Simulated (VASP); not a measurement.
# NaCl (Fm-3m) in VASP: settings compared

The runs below take NaCl through relaxation of cell and atoms, single point, with B3LYP, HF, BHLYP.

Everything below comes from runs of VASP 6.6.1. Logs are shortened: lines on timing, memory, paths and dates and some standing lists are left out, and cuts for length are marked.

### Step 1. The cell of the first run

Symmetry: Fm-3m, No. 225, cubic system. Conventional cell: a = 5.588 Å, b = 5.588 Å, c = 5.588 Å, α = 90.00°, β = 90.00°, γ = 90.00°. Within 3.7 Å of Cl (site symmetry m-3m) lie 6 Na at 2.79 Å. Na (site symmetry m-3m) has 6 Cl at 2.79 Å within 3.7 Å.

### Step 2. Relaxation of cell and atoms, B3LYP

POSCAR

```
NaCl
1.0
    0.0000000000      2.7940632177      2.7940632177
    2.7940632177      0.0000000000      2.7940632177
    2.7940632177      2.7940632177      0.0000000000
Cl Na
1 1
Direct
    0.5000000000      0.5000000000      0.5000000000
    0.0000000000      0.0000000000      0.0000000000
```

INCAR.step1

```
SYSTEM = NaCl
PREC = Accurate
ENCUT = 600
EDIFF = 1E-5
ISMEAR = -1
SIGMA = 0.05
LREAL = .False.
LASPH = .True.
NELM = 60
ALGO = Normal
LWAVE = .True.
LCHARG = .False.
GGA = PE
NBANDS = 14
```

INCAR.step2

```
SYSTEM = NaCl
PREC = Accurate
ENCUT = 600
EDIFF = 1E-6
ISMEAR = -1
SIGMA = 0.05
LREAL = .False.
LASPH = .True.
NELM = 60
ALGO = Normal
ISIF = 3
LWAVE = .False.
LCHARG = .False.
GGA = B3
LHFCALC = .True.
AEXX = 0.2
AGGAX = 0.72
AGGAC = 0.81
ALDAC = 0.19
PRECFOCK = Normal
IBRION = 2
NSW = 60
EDIFFG = -0.01
ISTART = 1
```

KPOINTS

```
Automatic mesh
0
Gamma
  4 4 4
  0 0 0
```

Potentials or basis: VASP PAW PBE potentials, release 64 (Cl, Na_pv).

On the command line:

```console
> cat potpaw_PBE.64/Cl/POTCAR potpaw_PBE.64/Na_pv/POTCAR > POTCAR
> cp INCAR.step1 INCAR
> mpirun -np 1 vasp_std > vasp.out
> cp INCAR.step2 INCAR
> mpirun -np 1 vasp_std > vasp.out
```

OUTCAR:

```text
SYSTEM = NaCl
   PREC = Accurate
   ENCUT = 600
   EDIFF = 1E-6
   ISMEAR = -1
   LREAL = .False.
   LASPH = .True.
   NELM = 60
   ISIF = 3
   GGA = B3
   LHFCALC = .True.
   AEXX = 0.2
   PRECFOCK = Normal
   IBRION = 2
   NSW = 60
   EDIFFG = -0.01
   ISTART = 1

 ion  position               nearest neighbor table
   1  0.500  0.500  0.500-
   2  0.000  0.000  0.000-

  LATTYP: Found a face centered cubic cell.
 ALAT       =     5.5881264354

  Lattice vectors:

 A1 = (   0.0000000000,   2.7940632177,   2.7940632177)
 A2 = (   2.7940632177,   0.0000000000,   2.7940632177)
 A3 = (   2.7940632177,   2.7940632177,   0.0000000000)

Analysis of symmetry for initial positions (statically):
=====================================================================
 Subroutine PRICEL returns:
 Original cell was already a primitive cell.

 Routine SETGRP: Setting up the symmetry group for a
 face centered cubic supercell.

 Subroutine GETGRP returns: Found 48 space group operations
 (whereof 48 operations were pure point group operations)
 out of a pool of 48 trial point group operations.

The static configuration has the point symmetry O_h .

Analysis of symmetry for dynamics (positions and initial velocities):
=====================================================================
 Subroutine PRICEL returns:
 Original cell was already a primitive cell.

 Routine SETGRP: Setting up the symmetry group for a
 face centered cubic supercell.

 Subroutine GETGRP returns: Found 48 space group operations
 (whereof 48 operations were pure point group operations)
 out of a pool of 48 trial point group operations.

The dynamic configuration has the point symmetry O_h .

 Subroutine INISYM returns: Found 48 space group operations
 (whereof 48 operations are pure point group operations),
 and found     1 'primitive' translations

----------------------------------------------------------------------------------------

                                     Primitive cell

  volume of cell :      43.6253

  direct lattice vectors                    reciprocal lattice vectors
     0.000000000  2.794063218  2.794063218    -0.178950854  0.178950854  0.178950854
     2.794063218  0.000000000  2.794063218     0.178950854 -0.178950854  0.178950854
     2.794063218  2.794063218  0.000000000     0.178950854  0.178950854 -0.178950854

  length of vectors
     3.951402097  3.951402097  3.951402097     0.309951972  0.309951972  0.309951972

  position of ions in fractional coordinates (direct lattice)
     0.500000000  0.500000000  0.500000000
     0.000000000  0.000000000  0.000000000

  ion indices of the primitive-cell ions
   primitive index   ion index
                 1           1
                 2           2

----------------------------------------------------------------------------------------

 KPOINTS: Automatic mesh

Automatic generation of k-mesh.
 Grid dimensions read from file:
 generate k-points for:    4    4    4

 Generating k-lattice:

  Cartesian coordinates                     Fractional coordinates (reciprocal lattice)
    -0.044737714  0.044737714  0.044737714     0.250000000  0.000000000  0.000000000
     0.044737714 -0.044737714  0.044737714     0.000000000  0.250000000  0.000000000
     0.044737714  0.044737714 -0.044737714     0.000000000  0.000000000  0.250000000

  Length of vectors
     0.077487993  0.077487993  0.077487993

  Shift w.r.t. Gamma in fractional coordinates (k-lattice)
     0.000000000  0.000000000  0.000000000

 Subroutine IBZKPT returns following result:
 ===========================================

 Found      8 irreducible k-points:

 Following reciprocal coordinates:
            Coordinates               Weight
  0.000000  0.000000  0.000000      1.000000
  0.250000  0.000000  0.000000      8.000000
  0.500000  0.000000  0.000000      4.000000
  0.250000  0.250000  0.000000      6.000000
  0.500000  0.250000  0.000000     24.000000
 -0.250000  0.250000  0.000000     12.000000
  0.500000  0.500000  0.000000      3.000000
 -0.250000  0.500000  0.250000      6.000000
   k-points           NKPTS =      8   k-points in BZ     NKDIM =     64   number of bands    NBANDS=     11
   number of dos      NEDOS =    301   number of ions     NIONS =      2
   total plane-waves  NPLWV =  32768
   dimension x,y,z NGX =    32 NGY =   32 NGZ =   32
   dimension x,y,z NGXF=    64 NGYF=   64 NGZF=   64
   ions per type =               1   1
   NGX,Y,Z   is equivalent  to a cutoff of  13.46, 13.46, 13.46 a.u.
   NGXF,Y,Z  is equivalent  to a cutoff of  26.93, 26.93, 26.93 a.u.
 SYSTEM =  NaCl
   PREC   = accura    normal or accurate (medium, high low for compatibility)
   ISTART =      1    job   : 0-new  1-cont  2-samecut
   ICHARG =      0    charge: 1-file 2-atom 10-const
   ISPIN  =      1    spin polarized calculation?
   LNONCOLLINEAR =      F non collinear calculations
   LSORBIT =      F    spin-orbit coupling
   LASPH  =      T    aspherical Exc in radial PAW
   ENCUT  =  600.0 eV  44.10 Ry    6.64 a.u.   7.89  7.89  7.89*2*pi/ulx,y,z
   NELM   =     60;   NELMIN=  2; NELMDL=  0     # of ELM steps
   EDIFF  = 0.1E-05   stopping-criterion for ELM
   LREAL  =      F    real-space projection
   EDIFFG = -.1E-01   stopping-criterion for IOM
   NSW    =     60    number of steps for IOM
   IBRION =      2    ionic relax: 0-MD 1-quasi-New 2-CG
   NFREE  =      1    steps in history (QN), initial steepest desc. (CG)
   ISIF   =      3    stress and relaxation
   ISYM   =      3    0-nonsym 1-usesym 2-fastsym
   POTIM  = 0.5000    time-step for ionic-motion
   TEBEG  =    0.0;   TEEND  =   0.0 temperature during run
   PSTRESS=    0.0 pullay stress
   NELECT =      14.0000    total number of electrons
   NUPDOWN=      -1.0000    fix difference up-down
   EMIN   =  10.00;   EMAX   =-10.00  energy-range for DOS
   EFERMI =   0.00;   METHOD = LEGACY
   ISMEAR =    -1;   SIGMA  =   0.05  broadening in eV -4-tet -1-fermi 0-gaus
   EFERMI_NEDOS =   21; number of points for ismear=-14 and -15
   IALGO  =     38    algorithm
   IMIX   =      1    mixing-type and parameters
     AMIX     =   0.40;   BMIX     =  1.00
     AMIX_MAG =   1.60;   BMIX_MAG =  1.00
  volume/ion in A,a.u.               =      21.81       147.20
  Fermi-wavevector in a.u.,A,eV,Ry     =   1.120825  2.118053 17.092312  1.256249
  Thomas-Fermi vector in A             =   2.257475
   LORBIT       =      0    0 simple, 1 ext, 2 COOP (PROOUT), +10 PAW based schemes
   GGA     = B3    functional components
   LHFCALC =     T    Hartree Fock is set to
   PRECFOCK=normal    Normal, Fast or Accurate (Low or Medium for compatibility)
   ENCUT4O =  -1.0   cutoff for four orbital integrals eV
   NKREDX  =     1    reduce k-point grid by
   NKREDY  =     1    reduce k-point grid by
   NKREDZ  =     1    reduce k-point grid by
   AEXX    =    0.2000 exact exchange contribution
   HFSCREEN=    0.0000 screening length (either q_TF or 0.3 A-1)
   HFSCREENC=   0.0000 screening length for correlation (either q_TF or 0.3 A-1)
   ENCUTFOCK=  -1.0 apply spherical cutoff to Coloumb kernel
   IVDW    =     0    specifies the selected vdW correction
   LEPSILON=     F    determine dielectric tensor
   LRPA    =     F    only Hartree local field effects (RPA)
 conjugate gradient relaxation of ions
 non-spin polarized calculation
  energy-cutoff  :      600.00
  volume of cell :       43.63
 maximum number of plane-waves:      1475
  NGX = 24; NGY = 24; NGZ = 24

--------------------------------------- Ionic step        1  -------------------------------------------

 number of electron      14.0000010 magnetization

 Free energy of the ion-electron system (eV)
  ---------------------------------------------------
  ext. energy  EPLUGINS =         0.00000000
  ---------------------------------------------------
  free energy    TOTEN  =        -7.79867852 eV

  energy without entropy =       -7.79867852  energy(sigma->0) =       -7.79867852

------------------------ aborting loop because EDIFF is reached ----------------------------------------

  FORCE on cell =-STRESS in cart. coord.  units (eV):
  Direction    XX          YY          ZZ          XY          YZ          ZX
  --------------------------------------------------------------------------------------
  -------------------------------------------------------------------------------------
  Total        0.4228401      0.4228401      0.4228401      0.0000000      0.0000000     -0.0000000
  in kB       15.5291648     15.5291648     15.5291648      0.0000000      0.0000000     -0.0000000
  external PRESSURE =      15.5291648 kB  Pullay stress =       0.0000000 kB

 VOLUME and BASIS-vectors are now :
 -----------------------------------------------------------------------------
  energy-cutoff  :      600.00
  volume of cell :       43.63
      direct lattice vectors                 reciprocal lattice vectors
     0.000000000  2.794063218  2.794063218    -0.178950854  0.178950854  0.178950854
     2.794063218  0.000000000  2.794063218     0.178950854 -0.178950854  0.178950854
     2.794063218  2.794063218  0.000000000     0.178950854  0.178950854 -0.178950854
[... 73 lines left out ...]
 POSITION                                       TOTAL-FORCE (eV/Angst)
 -----------------------------------------------------------------------------------
      2.83948      2.83948      2.83948        -0.000000      0.000000     -0.000000
      0.00000      0.00000      0.00000         0.000000      0.000000      0.000000
 -----------------------------------------------------------------------------------
    total drift:                               -0.000000     -0.000000     -0.000000

  FREE ENERGIE OF THE ION-ELECTRON SYSTEM (eV)
  ---------------------------------------------------
  free  energy   TOTEN  =        -7.8102296191 eV

  energy  without entropy=       -7.8102296191  energy(sigma->0) =       -7.81022962

--------------------------------------- Ionic step        4  -------------------------------------------

 number of electron      13.9999998 magnetization

 Free energy of the ion-electron system (eV)
  ---------------------------------------------------
  ext. energy  EPLUGINS =         0.00000000
  ---------------------------------------------------
  free energy    TOTEN  =        -7.81045158 eV

  energy without entropy =       -7.81045158  energy(sigma->0) =       -7.81045158

 E-fermi :  -0.7711     XC(G=0):  -6.5809

 val. band max:       -1.9132517325   @ k =   0.0000   0.0000   0.0000
 cond. band min:       4.7917722322   @ k =   0.0000   0.0000   0.0000
 fundamental gap:      6.7050239647
 Fermi energy:        -0.7711354380

 k-point     1 :       0.0000    0.0000    0.0000
  band No.  band energies     occupation
      1     -24.7109      2.00000
      2     -24.7109      2.00000
      3     -24.7109      2.00000
      4     -15.4594      2.00000
      5      -1.9133      2.00000
      6      -1.9133      2.00000
      7      -1.9133      2.00000
      8       4.7918      0.00000
      9      10.9945      0.00000
     10      10.9945      0.00000
     11      10.9945      0.00000

 k-point     2 :       0.2500    0.0000    0.0000
  band No.  band energies     occupation
      1     -24.7227      2.00000
      2     -24.7116      2.00000
      3     -24.7116      2.00000
      4     -15.2989      2.00000
      5      -3.0069      2.00000
      6      -2.0501      2.00000
      7      -2.0501      2.00000
      8       6.2847      0.00000
      9       9.8648      0.00000
     10      11.2524      0.00000
     11      11.2524      0.00000
[... 104 lines left out ...]
 POSITION                                       TOTAL-FORCE (eV/Angst)
 -----------------------------------------------------------------------------------
      2.84543      2.84543      2.84543         0.000000     -0.000000      0.000000
      2.84543      2.84543     -0.00000        -0.000000      0.000000     -0.000000
 -----------------------------------------------------------------------------------
    total drift:                                0.000000      0.000000      0.000000

  FREE ENERGIE OF THE ION-ELECTRON SYSTEM (eV)
  ---------------------------------------------------
  free  energy   TOTEN  =        -7.8104515780 eV

  energy  without entropy=       -7.8104515780  energy(sigma->0) =       -7.81045158

 reached required accuracy - stopping structural energy minimisation
```

It took 15 min on 1 thread of Intel Xeon Platinum 8259CL at 2.50GHz (Skylake/Cascade Lake), shared host; peak memory 0.18 GiB.

What came out:

```yaml
Free_energy: -7.8105 eV
Relaxed_volume: 23.04 Å³/atom
Relaxed_cell: a = 4.024 Å, b = 4.024 Å, c = 4.024 Å, α = 60.00°, β = 60.00°, γ = 60.00°
Space_group_after_relaxing_to_0.1_Å: Fm-3m (No. 225)
Energy_gained_by_relaxing: 5.9 meV/atom
Ionic_steps: 4
Pressure_after_relaxing: 0.0 GPa
Band_gap_on_the_k_mesh: 6.71 eV
```

Step by step:
```csv
step,energy change (eV),largest force (eV/Å),pressure (GPa),volume (Å³)
1,0.0000,0.0000,1.55,43.63
2,-0.0093,0.0000,0.63,44.97
3,-0.0116,0.0000,0.16,45.79
4,-0.0118,0.0000,0.01,46.08
```

Final structure:
```
Cl Na
1.0
     0.00000    2.84543    2.84543
     2.84543    0.00000    2.84543
     2.84543    2.84543    0.00000
Cl Na
1 1
Direct
  0.50000 0.50000 0.50000
  0.00000 0.00000 0.00000
```

Caveat: the k points lie up to 0.48 Å⁻¹ apart in the final cell; the PAW data sets were made with another functional, which shifts forces and pressure a little.

### Step 3. Single point, HF

POSCAR is that of step 2.

INCAR.step1

```
ALGO = Normal
EDIFF = 1E-5
ENCUT = 520
GGA = PE
ISIF = 2
ISMEAR = -1
LASPH = True
LCHARG = False
LREAL = False
LWAVE = True
NBANDS = 14
NELM = 100
PREC = Accurate
SIGMA = 0.05
```

INCAR.step2

```
AEXX = 1.0
AGGAC = 0.0
ALDAC = 0.0
ALGO = Normal
EDIFF = 1E-7
ENCUT = 520
GGA = PE
ISIF = 2
ISMEAR = -1
ISTART = 1
LASPH = True
LCHARG = False
LHFCALC = True
LREAL = False
LWAVE = False
NBANDS = 14
NELM = 100
PREC = Accurate
PRECFOCK = Normal
SIGMA = 0.05
```

KPOINTS

```
k-points
0
Gamma
  5 5 5
```

Potentials or basis: VASP PAW PBE potentials, release 64 (Cl, Na_pv).

On the command line:

```console
> cat potpaw_PBE.64/Cl/POTCAR potpaw_PBE.64/Na_pv/POTCAR > POTCAR
> cp INCAR.step1 INCAR
> mpirun -np 1 vasp_std > vasp.out
> cp INCAR.step2 INCAR
> mpirun -np 1 vasp_std > vasp.out
```

Run time: 21 min. Hardware: 1 thread of AMD EPYC 7R43 (Zen 3), shared host; peak memory 0.13 GiB.

Results (log left out):

- Free energy: -12.3637 eV
- Pressure: 2.8 GPa
- Band gap on the k mesh: 13.91 eV

Levels at points of the mesh, in eV from the valence-band top:
```tsv
k point	band 3	band 4	band 5	band 6	band 7	band 8	band 9	band 10	band 11	band 12
(0.00, 0.00, 0.00)	-29.04	-17.50	0.00	0.00	0.00	13.91	20.27	20.27	20.27	23.15
```

Caveat: the PAW data sets were made with another functional, which shifts forces and pressure a little.

(Part 1 of 2 ends here.)
